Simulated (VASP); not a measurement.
# C in VASP: settings compared, part 2 of 3

VASP 6.6.1.

## Step 3: Single point, r2SCAN (strain +5.5%)

File POSCAR:

```
C
1.0
    0.0000000000      1.8778529565      1.8778529565
    1.8778529565      0.0000000000      1.8778529565
    1.8778529565      1.8778529565      0.0000000000
C
2
Direct
    0.0000000000      0.0000000000      0.0000000000
    0.2500000000      0.2500000000      0.2500000000
```

File INCAR.step1:

```
SYSTEM = C
PREC = Accurate
ENCUT = 520
ISMEAR = 0
SIGMA = 0.01
LREAL = .FALSE.
LASPH = .TRUE.
NELM = 80
NBANDS = 11
GGA = PE
ALGO = Normal
EDIFF = 1E-4
LWAVE = .TRUE.
LCHARG = .FALSE.
```

File INCAR.step2:

```
SYSTEM = C
PREC = Accurate
ENCUT = 520
EDIFF = 1E-6
ISMEAR = 0
SIGMA = 0.01
LREAL = .FALSE.
LASPH = .TRUE.
NELM = 80
ALGO = Normal
ISIF = 2
LWAVE = .FALSE.
LCHARG = .TRUE.
METAGGA = R2SCAN
LMIXTAU = .TRUE.
LELF = .TRUE.
LVHAR = .TRUE.
NBANDS = 11
ISTART = 1
```

File KPOINTS:

```
regular mesh
0
G
  12 12 12
  0 0 0
```

Potentials or basis: VASP PAW PBE potentials, release 64 (C).

On the command line:

```sh
$ cat potpaw_PBE.64/C/POTCAR > POTCAR
$ cp INCAR.step1 INCAR
$ mpirun -np 1 vasp_std > vasp.out
$ cp INCAR.step2 INCAR
$ mpirun -np 1 vasp_std > vasp.out
```

OUTCAR:

```text
SYSTEM = C
   PREC = Accurate
   ENCUT = 520
   EDIFF = 1E-6
   ISMEAR = 0
   LREAL = .FALSE.
   LASPH = .TRUE.
   NELM = 80
   ISIF = 2
   METAGGA = R2SCAN
   ISTART = 1

 ion  position               nearest neighbor table
   1  0.000  0.000  0.000-   2 1.63   2 1.63   2 1.63   2 1.63
   2  0.250  0.250  0.250-   1 1.63   1 1.63   1 1.63   1 1.63

  LATTYP: Found a face centered cubic cell.
 ALAT       =     3.7557059130

  Lattice vectors:

 A1 = (   0.0000000000,   1.8778529565,   1.8778529565)
 A2 = (   1.8778529565,   0.0000000000,   1.8778529565)
 A3 = (   1.8778529565,   1.8778529565,   0.0000000000)

Analysis of symmetry for initial positions (statically):
=====================================================================
 Subroutine PRICEL returns:
 Original cell was already a primitive cell.

 Routine SETGRP: Setting up the symmetry group for a
 face centered cubic supercell.

 Subroutine GETGRP returns: Found 48 space group operations
 (whereof 24 operations were pure point group operations)
 out of a pool of 48 trial point group operations.

The static configuration has the point symmetry T_d .
 The point group associated with its full space group is O_h .

Analysis of symmetry for dynamics (positions and initial velocities):
=====================================================================
 Subroutine PRICEL returns:
 Original cell was already a primitive cell.

 Routine SETGRP: Setting up the symmetry group for a
 face centered cubic supercell.

 Subroutine GETGRP returns: Found 48 space group operations
 (whereof 24 operations were pure point group operations)
 out of a pool of 48 trial point group operations.

The dynamic configuration has the point symmetry T_d .
 The point group associated with its full space group is O_h .

 Subroutine INISYM returns: Found 48 space group operations
 (whereof 24 operations are pure point group operations),
 and found     1 'primitive' translations

[... 119 lines left out ...]
   METAGGA = R2SCAN    functional components
   LHFCALC =     F    Hartree Fock is set to
   AEXX    =    0.0000 exact exchange contribution
   IVDW    =     0    specifies the selected vdW correction
   LEPSILON=     F    determine dielectric tensor
   LRPA    =     F    only Hartree local field effects (RPA)
 non-spin polarized calculation
 Gauss-broadening in eV      SIGMA  =   0.01
  energy-cutoff  :      520.00
  volume of cell :       13.24
 maximum number of plane-waves:       368
   NGX =  9   NGY =  9   NGZ =  9

 number of electron       7.9999999 magnetization

 Free energy of the ion-electron system (eV)
  ---------------------------------------------------
  ext. energy  EPLUGINS =         0.00000000
  ---------------------------------------------------
  free energy    TOTEN  =       -19.29846931 eV

  energy without entropy =      -19.29846931  energy(sigma->0) =      -19.29846931

 E-fermi :   7.7048     XC(G=0): -13.4258

 val. band max:        7.5886908487   @ k =   0.0000   0.0000   0.0000
 cond. band min:      11.5780555620   @ k =   0.3333   0.3333   0.0000
 fundamental gap:      3.9893647134
 Fermi energy:         7.7048442171

 k-point     1 :       0.0000    0.0000    0.0000
  band No.  band energies     occupation
      1     -13.0773      2.00000
      2       7.5887      2.00000
      3       7.5887      2.00000
      4       7.5887      2.00000
      5      12.9994      0.00000
      6      12.9994      0.00000
      7      12.9994      0.00000
      8      17.8884      0.00000
      9      25.9739      0.00000
     10      33.3324      0.00000
     11      33.3324      0.00000
[... 309 lines left out ...]
 k-point    24 :      -0.4167    0.1667    0.0000
  band No.  band energies     occupation
      1      -7.5306      2.00000
      2      -4.1470      2.00000
      3       2.4161      2.00000
      4       4.3071      2.00000
      5      14.6833      0.00000
      6      17.3485      0.00000
      7      17.4253      0.00000
      8      22.0671      0.00000
      9      26.4041      0.00000
     10      30.7338      0.00000
     11      31.1530      0.00000

 [... further k-points ...]

------------------------ aborting loop because EDIFF is reached ----------------------------------------

  FORCE on cell =-STRESS in cart. coord.  units (eV):
  Direction    XX          YY          ZZ          XY          YZ          ZX
  --------------------------------------------------------------------------------------
  -------------------------------------------------------------------------------------
  Total       -4.3758198     -4.3758198     -4.3758198      0.0000000      0.0000000     -0.0000000
  in kB     -529.3650573   -529.3650573   -529.3650573      0.0000000      0.0000000     -0.0000000
  external PRESSURE =    -529.3650573 kB  Pullay stress =       0.0000000 kB

 VOLUME and BASIS-vectors are now :
 -----------------------------------------------------------------------------
  energy-cutoff  :      520.00
  volume of cell :       13.24
      direct lattice vectors                 reciprocal lattice vectors
     0.000000000  1.877852956  1.877852956    -0.266261529  0.266261529  0.266261529
     1.877852956  0.000000000  1.877852956     0.266261529 -0.266261529  0.266261529
     1.877852956  1.877852956  0.000000000     0.266261529  0.266261529 -0.266261529

 POSITION                                       TOTAL-FORCE (eV/Angst)
 -----------------------------------------------------------------------------------
      0.00000      0.00000      0.00000        -0.000000     -0.000000     -0.000000
      0.93893      0.93893      0.93893         0.000000      0.000000      0.000000
 -----------------------------------------------------------------------------------
    total drift:                                0.000000      0.000000      0.000000

  FREE ENERGIE OF THE ION-ELECTRON SYSTEM (eV)
  ---------------------------------------------------
  free  energy   TOTEN  =       -19.2984693103 eV

  energy  without entropy=      -19.2984693103  energy(sigma->0) =      -19.29846931
```

OUTCAR.step1:

```text
SYSTEM = C
   PREC = Accurate
   ENCUT = 520
   ISMEAR = 0
   LREAL = .FALSE.
[... 560 lines left out ...]
      0.00000      0.00000      0.00000         0.000000     -0.000000      0.000000
      0.93893      0.93893      0.93893        -0.000000      0.000000     -0.000000
 -----------------------------------------------------------------------------------
    total drift:                                0.000000      0.000000      0.000000

  FREE ENERGIE OF THE ION-ELECTRON SYSTEM (eV)
  ---------------------------------------------------
  free  energy   TOTEN  =       -17.8720841930 eV

  energy  without entropy=      -17.8720841930  energy(sigma->0) =      -17.87208419
```

It took 49 s on 1 thread of Intel Xeon 8259CL, shared host; peak memory 0.12 GiB.

What came out:

| Property | Result |
| --- | --- |
| Free energy | -19.2985 eV |
| Pressure | -52.9 GPa |
| Band gap on the k mesh | 3.99 eV (least direct gap 5.41 eV) |

Caveat: the cell differs from its parent crystal (strain +5.5%); the cell stands under tension; the PAW data sets were made with another functional, which shifts forces and pressure a little. A k mesh can miss the band edges.

## Step 4: Single point, PBE (uniaxial z strain +0.6%)

File INCAR:

```
  PREC = Accurate
  ENCUT = 520
  EDIFF = 1E-7
  ISMEAR = -1
  SIGMA = 0.02
  LREAL = F
  LASPH = T
  NELM = 60
  ALGO = Normal
  ISIF = 2
  LWAVE = F
  LCHARG = T
  GGA = PE
  LELF = T
  LVHAR = T
  NBANDS = 11
```

File KPOINTS:

```
regular mesh
0
Gamma
  12 12 12
```

File POSCAR:

```
C
1.0
    0.0000000000      1.7801241411      1.7913389232
    1.7801241411      0.0000000000      1.7913389232
    1.7801241411      1.7801241411      0.0000000000
C
2
Direct
    0.0000000000      0.0000000000      0.0000000000
    0.2500000000      0.2500000000      0.2500000000
```

Potentials or basis: VASP PAW PBE potentials, release 64 (C).

On the command line:

```sh
$ cat potpaw_PBE.64/C/POTCAR > POTCAR
$ mpirun -np 1 vasp_std > vasp.out
```

OUTCAR:

```text
PREC = Accurate
   ENCUT = 520
   EDIFF = 1E-7
   ISMEAR = -1
   LREAL = F
   LASPH = T
   NELM = 60
   ISIF = 2
   GGA = PE

 ion  position               nearest neighbor table
   1  0.000  0.000  0.000-   2 1.54   2 1.54   2 1.54   2 1.54
   2  0.250  0.250  0.250-   1 1.54   1 1.54   1 1.54   1 1.54

  LATTYP: Found a body centered tetragonal cell.
 ALAT       =     2.5174757031
 C/A-ratio  =     1.4231231078

  Lattice vectors:
[... 521 lines left out ...]
     11      34.2649      0.00000

 [... further k-points ...]

------------------------ aborting loop because EDIFF is reached ----------------------------------------

  FORCE on cell =-STRESS in cart. coord.  units (eV):
  Direction    XX          YY          ZZ          XY          YZ          ZX
  --------------------------------------------------------------------------------------
  -------------------------------------------------------------------------------------
  Total        0.2874053      0.2874053     -0.1288316      0.0000000      0.0000000      0.0000000
  in kB       40.5599191     40.5599191    -18.1812844      0.0000000      0.0000000      0.0000000
  external PRESSURE =      20.9795180 kB  Pullay stress =       0.0000000 kB

 VOLUME and BASIS-vectors are now :
 -----------------------------------------------------------------------------
  energy-cutoff  :      520.00
  volume of cell :       11.35
      direct lattice vectors                 reciprocal lattice vectors
     0.000000000  1.780124141  1.791338923    -0.280879287  0.280879287  0.279120826
     1.780124141  0.000000000  1.791338923     0.280879287 -0.280879287  0.279120826
     1.780124141  1.780124141  0.000000000     0.280879287  0.280879287 -0.279120826

 POSITION                                       TOTAL-FORCE (eV/Angst)
 -----------------------------------------------------------------------------------
      0.00000      0.00000      0.00000        -0.000000     -0.000000      0.000000
      0.89006      0.89006      0.89567         0.000000      0.000000     -0.000000
 -----------------------------------------------------------------------------------
    total drift:                                0.000000      0.000000      0.000000

  FREE ENERGIE OF THE ION-ELECTRON SYSTEM (eV)
  ---------------------------------------------------
  free  energy   TOTEN  =       -18.1845221221 eV

  energy  without entropy=      -18.1845221221  energy(sigma->0) =      -18.18452212
```

OSZICAR:

```text
N       E                     dE             d eps       ncg     rms          rms(c)
DAV:   1     0.467370245133E+00    0.46737E+00   -0.48302E+03  3666   0.722E+02
DAV:   2    -0.184451199648E+02   -0.18912E+02   -0.18183E+02  4676   0.124E+02
DAV:   3    -0.188211510020E+02   -0.37603E+00   -0.37521E+00  4195   0.135E+01
DAV:   4    -0.188217353744E+02   -0.58437E-03   -0.58436E-03  3869   0.680E-01
DAV:   5    -0.188217360600E+02   -0.68563E-06   -0.68563E-06  4109   0.217E-02    0.555E+00
DAV:   6    -0.183435763241E+02    0.47816E+00   -0.24948E-01  3655   0.352E+00    0.332E+00
DAV:   7    -0.181826390634E+02    0.16094E+00   -0.30578E-01  3835   0.394E+00    0.757E-01
DAV:   8    -0.181844604221E+02   -0.18214E-02   -0.86596E-03  3742   0.693E-01    0.437E-02
DAV:   9    -0.181845014037E+02   -0.40982E-04   -0.62435E-05  4242   0.636E-02    0.246E-02
DAV:  10    -0.181845220456E+02   -0.20642E-04   -0.15519E-05  3808   0.346E-02    0.534E-03
DAV:  11    -0.181845221221E+02   -0.76526E-07   -0.25961E-07  4339   0.459E-03
   1 F= -.18184522E+02 E0= -.18184522E+02  d E =-.515741E-13
```

Run time: 28 s. Hardware: 1 thread of Intel Xeon 8259CL, shared host; peak memory 0.13 GiB.

What came out:

- Free energy: -18.1845 eV
- Pressure: 2.1 GPa
- Band gap on the k mesh: 4.07 eV (least direct gap 5.53 eV)

Caveat: the cell differs from its parent crystal (uniaxial z strain +0.6%).

## Step 5: Single point, r2SCAN (uniaxial z strain +0.6%)

POSCAR is that of step 4.

File INCAR.step1:

```
SYSTEM = C
PREC = Accurate
ENCUT = 520
ISMEAR = 0
SIGMA = 0.01
LREAL = .False.
LASPH = .True.
NELM = 80
NBANDS = 11
GGA = PE
ALGO = Normal
EDIFF = 1E-4
LWAVE = .True.
LCHARG = .False.
```

File INCAR.step2:

```
SYSTEM = C
PREC = Accurate
ENCUT = 520
EDIFF = 1E-6
ISMEAR = 0
SIGMA = 0.01
LREAL = .False.
LASPH = .True.
NELM = 80
ALGO = Normal
ISIF = 2
LWAVE = .False.
LCHARG = .False.
METAGGA = R2SCAN
LMIXTAU = .True.
NBANDS = 11
ISTART = 1
```

File KPOINTS:

```
regular mesh
0
Gamma
  12 12 12
  0 0 0
```

Potentials or basis: VASP PAW PBE potentials, release 64 (C).

On the command line:

```sh
$ cat potpaw_PBE.64/C/POTCAR > POTCAR
$ cp INCAR.step1 INCAR
$ mpirun -np 1 vasp_std > vasp.out
$ cp INCAR.step2 INCAR
$ mpirun -np 1 vasp_std > vasp.out
```

OUTCAR:

```text
SYSTEM = C
   PREC = Accurate
   ENCUT = 520
   EDIFF = 1E-6
   ISMEAR = 0
   LREAL = .False.
   LASPH = .True.
   NELM = 80
   ISIF = 2
   METAGGA = R2SCAN
   ISTART = 1

 ion  position               nearest neighbor table
   1  0.000  0.000  0.000-   2 1.54   2 1.54   2 1.54   2 1.54
   2  0.250  0.250  0.250-   1 1.54   1 1.54   1 1.54   1 1.54

  LATTYP: Found a body centered tetragonal cell.
 ALAT       =     2.5174757031
 C/A-ratio  =     1.4231231078

  Lattice vectors:

 A1 = (  -1.7801241411,   0.0000000000,   1.7913389232)
 A2 = (   1.7801241411,   0.0000000000,   1.7913389232)
 A3 = (   0.0000000000,   1.7801241411,  -1.7913389232)

Analysis of symmetry for initial positions (statically):
=====================================================================
 Subroutine PRICEL returns:
 Original cell was already a primitive cell.

 Routine SETGRP: Setting up the symmetry group for a
 body centered tetragonal supercell.

 Subroutine GETGRP returns: Found 16 space group operations
 (whereof  8 operations were pure point group operations)
[... 174 lines left out ...]
  band No.  band energies     occupation
      1     -12.9830      2.00000
      2       9.6345      2.00000
      3       9.7344      2.00000
      4       9.7344      2.00000
      5      15.5067      0.00000
      6      15.5067      0.00000
      7      15.5908      0.00000
      8      23.4988      0.00000
      9      30.0838      0.00000
     10      36.9051      0.00000
     11      37.2495      0.00000
[... 309 lines left out ...]
 k-point    24 :      -0.4167    0.1667    0.0000
  band No.  band energies     occupation
      1      -6.5841      2.00000
      2      -3.4981      2.00000
      3       3.8206      2.00000
      4       5.9609      2.00000
      5      17.6910      0.00000
      6      20.4698      0.00000
      7      21.3394      0.00000
      8      26.1008      0.00000
      9      30.2860      0.00000
     10      34.9673      0.00000
     11      35.6712      0.00000

 [... further k-points ...]

------------------------ aborting loop because EDIFF is reached ----------------------------------------

  FORCE on cell =-STRESS in cart. coord.  units (eV):
  Direction    XX          YY          ZZ          XY          YZ          ZX
  --------------------------------------------------------------------------------------
  -------------------------------------------------------------------------------------
  Total        0.0272314      0.0272314     -0.4131414      0.0000000     -0.0000000      0.0000000
  in kB        3.8430208      3.8430208    -58.3043559      0.0000000     -0.0000000      0.0000000
  external PRESSURE =     -16.8727714 kB  Pullay stress =       0.0000000 kB

 VOLUME and BASIS-vectors are now :
 -----------------------------------------------------------------------------
  energy-cutoff  :      520.00
  volume of cell :       11.35
      direct lattice vectors                 reciprocal lattice vectors
     0.000000000  1.780124141  1.791338923    -0.280879287  0.280879287  0.279120826
     1.780124141  0.000000000  1.791338923     0.280879287 -0.280879287  0.279120826
     1.780124141  1.780124141  0.000000000     0.280879287  0.280879287 -0.279120826

 POSITION                                       TOTAL-FORCE (eV/Angst)
 -----------------------------------------------------------------------------------
      0.00000      0.00000      0.00000         0.000000      0.000000      0.000000
      0.89006      0.89006      0.89567        -0.000000     -0.000000     -0.000000
 -----------------------------------------------------------------------------------
    total drift:                                0.000000      0.000000      0.000000

  FREE ENERGIE OF THE ION-ELECTRON SYSTEM (eV)
  ---------------------------------------------------
  free  energy   TOTEN  =       -19.6562953310 eV

  energy  without entropy=      -19.6562953310  energy(sigma->0) =      -19.65629533
```

Wall time 98 s (1 thread of Intel Xeon 8259CL, shared host); peak memory 0.13 GiB.

Results:

```yaml
Free_energy: -19.6563 eV
Pressure: -1.7 GPa
Band_gap_on_the_k_mesh: 4.26 eV (least direct gap 5.77 eV)
```

Stress tensor (GPa, compression positive):
```
 0.38  0.00  0.00
 0.00  0.38  0.00
 0.00  0.00 -5.83
```

Levels at points of the mesh, in eV from the valence-band top:
```csv
k point,band 1,band 2,band 3,band 4,band 5,band 6,band 7,band 8,band 9
"(0.00, 0.00, 0.00)",-22.72,-0.10,0.00,0.00,5.77,5.77,5.86,13.76,20.35
"(0.50, 0.00, 0.00)",-16.78,-14.07,-3.07,-2.95,8.77,8.87,9.13,16.66,23.16
"(0.50, 0.50, 0.00)",-13.68,-13.68,-6.62,-6.62,5.07,5.07,17.80,17.80,24.51
"(0.50, 0.00, 0.50)",-13.58,-13.58,-6.72,-6.72,4.91,4.91,17.84,17.84,24.60
```

Caveat: the cell differs from its parent crystal (uniaxial z strain +0.6%); the PAW data sets were made with another functional, which shifts forces and pressure a little.

(Part 2 of 3 ends here.)
